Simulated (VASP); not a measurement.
# Si (P6/mmm) in VASP: notebook

Si is run at these levels: r2SCAN; tasks: single point, relaxation of shape and atoms at fixed volume.

All numbers are computed with VASP 6.6.1; they aren't measurements. Logs are shortened: lines on timing, memory, paths and dates and some standing lists are left out, and cuts for length are marked.

**1. The cell of the first run**

The structure is hexagonal, space group P6/mmm (No. 191). The conventional cell has a = 2.723 Å, b = 2.723 Å, c = 2.557 Å, α = 90.00°, β = 90.00°, γ = 120.00°. Within 3.4 Å of Si (site symmetry 6/mmm) lie 8 Si at 2.56 to 2.72 Å.

This isn't the form of Si at room conditions, which is diamond.

**2. Single point, r2SCAN (16.42 Å³/atom)**

Input file POSCAR:

```
Si
1.0
    2.7229001495      0.0000000000      0.0000000000
   -1.3614500748      2.3581007014      0.0000000000
    0.0000000000      0.0000000000      2.5572440516
Si
1
Direct
    0.0000000000      0.0000000000      0.0000000000
```

Input file INCAR.step1:

```
SYSTEM = Si
ALGO = Normal
EDIFF = 1E-4
ENCUT = 520
GGA = PE
ISMEAR = 0
LASPH = .True.
LCHARG = .False.
LREAL = .False.
LWAVE = .True.
NBANDS = 8
NELM = 60
PREC = Accurate
SIGMA = 0.1
```

Input file INCAR.step2:

```
SYSTEM = Si
ALGO = Normal
EDIFF = 1E-6
ENCUT = 520
ISIF = 2
ISMEAR = 0
ISTART = 1
LASPH = .True.
LCHARG = .False.
LMIXTAU = .True.
LREAL = .False.
LWAVE = .False.
METAGGA = R2SCAN
NBANDS = 8
NELM = 60
PREC = Accurate
SIGMA = 0.1
```

Input file KPOINTS:

```
k-points
0
Gamma
  18 18 16
  0 0 0
```

Potentials or basis: VASP PAW PBE potentials, release 64 (Si).

The run is started by

```
cat potpaw_PBE.64/Si/POTCAR > POTCAR
cp INCAR.step1 INCAR
mpirun -np 1 vasp_std > vasp.out
cp INCAR.step2 INCAR
mpirun -np 1 vasp_std > vasp.out
```

OUTCAR:

```text
SYSTEM = Si
   EDIFF = 1E-6
   ENCUT = 520
   ISIF = 2
   ISMEAR = 0
   ISTART = 1
   LASPH = .True.
   LREAL = .False.
   METAGGA = R2SCAN
   NELM = 60
   PREC = Accurate

 ion  position               nearest neighbor table
   1  0.000  0.000  0.000-

  LATTYP: Found a hexagonal cell.
 ALAT       =     2.7229001495
 C/A-ratio  =     0.9391618903

  Lattice vectors:

 A1 = (   2.7229001495,   0.0000000000,   0.0000000000)
 A2 = (  -1.3614500748,   2.3581007014,   0.0000000000)
 A3 = (   0.0000000000,   0.0000000000,   2.5572440516)

Analysis of symmetry for initial positions (statically):
=====================================================================
 Subroutine PRICEL returns:
 Original cell was already a primitive cell.

 Routine SETGRP: Setting up the symmetry group for a
 hexagonal supercell.

 Subroutine GETGRP returns: Found 24 space group operations
 (whereof 24 operations were pure point group operations)
 out of a pool of 24 trial point group operations.

The static configuration has the point symmetry D_6h.

Analysis of symmetry for dynamics (positions and initial velocities):
=====================================================================
 Subroutine PRICEL returns:
 Original cell was already a primitive cell.

 Routine SETGRP: Setting up the symmetry group for a
 hexagonal supercell.

 Subroutine GETGRP returns: Found 24 space group operations
 (whereof 24 operations were pure point group operations)
 out of a pool of 24 trial point group operations.

The dynamic configuration has the point symmetry D_6h.

 Subroutine INISYM returns: Found 24 space group operations
 (whereof 24 operations are pure point group operations),
 and found     1 'primitive' translations

----------------------------------------------------------------------------------------

                                     Primitive cell

  volume of cell :      16.4197

  direct lattice vectors                    reciprocal lattice vectors
     2.722900150  0.000000000  0.000000000     0.367255479  0.212035050  0.000000000
    -1.361450075  2.358100701  0.000000000     0.000000000  0.424070100  0.000000000
     0.000000000  0.000000000  2.557244052     0.000000000  0.000000000  0.391045978

  length of vectors
     2.722900150  2.722900149  2.557244052     0.424070100  0.424070100  0.391045978

  position of ions in fractional coordinates (direct lattice)
     0.000000000  0.000000000  0.000000000

  ion indices of the primitive-cell ions
   primitive index   ion index
                 1           1

----------------------------------------------------------------------------------------

 KPOINTS: k-points

Automatic generation of k-mesh.
 Grid dimensions read from file:
 generate k-points for:   18   18   16

 Generating k-lattice:

  Cartesian coordinates                     Fractional coordinates (reciprocal lattice)
     0.020403082  0.011779725  0.000000000     0.055555556  0.000000000  0.000000000
     0.000000000  0.023559450  0.000000000     0.000000000  0.055555556  0.000000000
     0.000000000  0.000000000  0.024440374     0.000000000  0.000000000  0.062500000

  Length of vectors
     0.023559450  0.023559450  0.024440374

  Shift w.r.t. Gamma in fractional coordinates (k-lattice)
     0.000000000  0.000000000  0.000000000

 Subroutine IBZKPT returns following result:
 ===========================================

 Found    333 irreducible k-points:

 Following reciprocal coordinates:
            Coordinates               Weight
  0.000000  0.000000  0.000000      1.000000
  0.055556  0.000000  0.000000      6.000000
  0.111111  0.000000  0.000000      6.000000
  0.166667  0.000000  0.000000      6.000000
  0.222222  0.000000  0.000000      6.000000
  0.277778  0.000000  0.000000      6.000000
[... 16 lines left out ...]
  0.333333  0.111111  0.000000     12.000000
  0.388889  0.111111  0.000000     12.000000
 [... further k-points ...]
   k-points           NKPTS =    333   k-points in BZ     NKDIM =    333   number of bands    NBANDS=      8
   number of dos      NEDOS =    301   number of ions     NIONS =      1
   total plane-waves  NPLWV =   8000
   dimension x,y,z NGX =    20 NGY =   20 NGZ =   20
   dimension x,y,z NGXF=    40 NGYF=   40 NGZF=   40
   ions per type =               1
   NGX,Y,Z   is equivalent  to a cutoff of  12.21, 12.21, 13.00 a.u.
   NGXF,Y,Z  is equivalent  to a cutoff of  24.42, 24.42, 26.00 a.u.
 SYSTEM =  Si
   PREC   = accura    normal or accurate (medium, high low for compatibility)
   ISTART =      1    job   : 0-new  1-cont  2-samecut
   ICHARG =      0    charge: 1-file 2-atom 10-const
   ISPIN  =      1    spin polarized calculation?
   LNONCOLLINEAR =      F non collinear calculations
   LSORBIT =      F    spin-orbit coupling
   LASPH  =      T    aspherical Exc in radial PAW
   ENCUT  =  520.0 eV  38.22 Ry    6.18 a.u.   5.06  5.06  4.75*2*pi/ulx,y,z
   NELM   =     60;   NELMIN=  2; NELMDL=  0     # of ELM steps
   EDIFF  = 0.1E-05   stopping-criterion for ELM
   LREAL  =      F    real-space projection
   EDIFFG = 0.1E-04   stopping-criterion for IOM
   NSW    =      0    number of steps for IOM
   IBRION =     -1    ionic relax: 0-MD 1-quasi-New 2-CG
   NFREE  =      0    steps in history (QN), initial steepest desc. (CG)
   ISIF   =      2    stress and relaxation
   ISYM   =      2    0-nonsym 1-usesym 2-fastsym
   POTIM  = 0.5000    time-step for ionic-motion
   TEBEG  =    0.0;   TEEND  =   0.0 temperature during run
   PSTRESS=    0.0 pullay stress
   NELECT =       4.0000    total number of electrons
   NUPDOWN=      -1.0000    fix difference up-down
   EMIN   =  10.00;   EMAX   =-10.00  energy-range for DOS
   EFERMI =   0.00;   METHOD = LEGACY
   ISMEAR =     0;   SIGMA  =   0.10  broadening in eV -4-tet -1-fermi 0-gaus
   EFERMI_NEDOS =   21; number of points for ismear=-14 and -15
   IALGO  =     38    algorithm
   IMIX   =      4    mixing-type and parameters
     AMIX     =   0.40;   BMIX     =  1.00
     AMIX_MAG =   1.60;   BMIX_MAG =  1.00
  volume/ion in A,a.u.               =      16.42       110.81
  Fermi-wavevector in a.u.,A,eV,Ry     =   1.022444  1.932138 14.223410  1.045391
  Thomas-Fermi vector in A             =   2.156123
   LORBIT       =      0    0 simple, 1 ext, 2 COOP (PROOUT), +10 PAW based schemes
   METAGGA = R2SCAN    functional components
   LHFCALC =     F    Hartree Fock is set to
   AEXX    =    0.0000 exact exchange contribution
   IVDW    =     0    specifies the selected vdW correction
   LEPSILON=     F    determine dielectric tensor
   LRPA    =     F    only Hartree local field effects (RPA)
 non-spin polarized calculation
 Gauss-broadening in eV      SIGMA  =   0.10
  energy-cutoff  :      520.00
  volume of cell :       16.42
 maximum number of plane-waves:       455
   NGX = 11   NGY = 11   NGZ =  9

 number of electron       4.0000000 magnetization

 Free energy of the ion-electron system (eV)
  ---------------------------------------------------
  ext. energy  EPLUGINS =         0.00000000
  ---------------------------------------------------
  free energy    TOTEN  =        -8.28436394 eV

  energy without entropy =       -8.28254887  energy(sigma->0) =       -8.28345641

 E-fermi :   8.3495     XC(G=0): -11.1763

 val. band max:        8.3118146141   @ k =   0.2778   0.2778   0.3750
 cond. band min:       8.3541192486   @ k =   0.2778   0.0000   0.2500
 fundamental gap:      0.0423046345
 Fermi energy:         8.3494910134

 k-point     1 :       0.0000    0.0000    0.0000
  band No.  band energies     occupation
      1      -5.5993      2.00000
      2      16.0145      0.00000
      3      16.1094      0.00000
      4      18.0990      0.00000
      5      18.0990      0.00000
      6      20.8533      0.00000
      7      20.8533      0.00000
      8      26.3361      0.00000

 k-point     2 :       0.0556    0.0000    0.0000
  band No.  band energies     occupation
      1      -5.5146      2.00000
      2      15.6160      0.00000
      3      16.0862      0.00000
      4      17.6148      0.00000
      5      17.8441      0.00000
      6      20.7440      0.00000
      7      21.4860      0.00000
      8      27.2240      0.00000

 k-point     3 :       0.1111    0.0000    0.0000
  band No.  band energies     occupation
      1      -5.2607      2.00000
      2      14.2008      0.00000
      3      16.3007      0.00000
      4      16.7252      0.00000
      5      17.4107      0.00000
      6      20.6709      0.00000
      7      22.8195      0.00000
      8      28.5250      0.00000

 k-point     4 :       0.1667    0.0000    0.0000
  band No.  band energies     occupation
      1      -4.8386      2.00000
      2      12.2932      0.00000
      3      15.8421      0.00000
      4      16.6564      0.00000
      5      16.9619      0.00000
      6      20.8277      0.00000
      7      24.4378      0.00000
      8      29.5209      0.00000

 k-point     5 :       0.2222    0.0000    0.0000
  band No.  band energies     occupation
      1      -4.2496      2.00000
      2      10.2531      0.00000
      3      15.0619      0.00000
      4      16.4880      0.00000
      5      17.1500      0.00000
      6      21.2351      0.00000
      7      26.2355      0.00000
      8      29.9813      0.00000
[... 177 lines left out ...]
 k-point    22 :       0.2778    0.1111    0.0000
  band No.  band energies     occupation
      1      -2.3343      2.00000
      2       6.5197      2.00000
      3      10.8824      0.00000
      4      18.6908      0.00000
      5      18.7160      0.00000
      6      22.9721      0.00000
      7      26.8886      0.00000
      8      28.3651      0.00000

 k-point    23 :       0.3333    0.1111    0.0000
  band No.  band energies     occupation
      1      -1.2719      2.00000
      2       4.7314      2.00000
      3      10.4821      0.00000
      4      18.5294      0.00000
      5      19.5283      0.00000
      6      23.8867      0.00000
      7      25.5211      0.00000
      8      29.3300      0.00000

 k-point    24 :       0.3889    0.1111    0.0000
  band No.  band energies     occupation
      1      -0.0917      2.00000
      2       3.1089      2.00000
      3      10.2443      0.00000
      4      18.4094      0.00000
      5      20.3051      0.00000
      6      24.3972      0.00000
      7      24.8414      0.00000
      8      28.5387      0.00000

 [... further k-points ...]
[... 5 lines left out ...]
  --------------------------------------------------------------------------------------
  -------------------------------------------------------------------------------------
  Total       -0.8781480     -0.8781480     -0.8862843      0.0000000      0.0000000      0.0000000
  in kB      -85.6864283    -85.6864283    -86.4803460      0.0000000      0.0000000      0.0000000
  external PRESSURE =     -85.9510676 kB  Pullay stress =       0.0000000 kB

 VOLUME and BASIS-vectors are now :
 -----------------------------------------------------------------------------
  energy-cutoff  :      520.00
  volume of cell :       16.42
      direct lattice vectors                 reciprocal lattice vectors
     2.722900150  0.000000000  0.000000000     0.367255479  0.212035050  0.000000000
    -1.361450075  2.358100701  0.000000000     0.000000000  0.424070100  0.000000000
     0.000000000  0.000000000  2.557244052     0.000000000  0.000000000  0.391045978

 POSITION                                       TOTAL-FORCE (eV/Angst)
 -----------------------------------------------------------------------------------
      0.00000      0.00000      0.00000        -0.000000      0.000000      0.000000
 -----------------------------------------------------------------------------------
    total drift:                               -0.000000     -0.000000     -0.000000

  FREE ENERGIE OF THE ION-ELECTRON SYSTEM (eV)
  ---------------------------------------------------
  free  energy   TOTEN  =        -8.2843639448 eV

  energy  without entropy=       -8.2825488674  energy(sigma->0) =       -8.28345641
```

Run time: 62 s. Hardware: 1 thread of AMD EPYC 9R45 (Zen 5), shared host; peak memory 0.12 GiB.

What came out:

```yaml
Free_energy: -8.2844 eV
Pressure: -8.6 GPa
Band_gap_on_the_k_mesh: zero (bands 2 and 3 overlap by 11.99 eV)
```

Caveat: the cell stands under tension; the PAW data sets were made with another functional, which shifts forces and pressure a little.

(Continued in part 2 of 2.)

The gap in the log of VASP goes by the Fermi energy; the results here count the filled bands.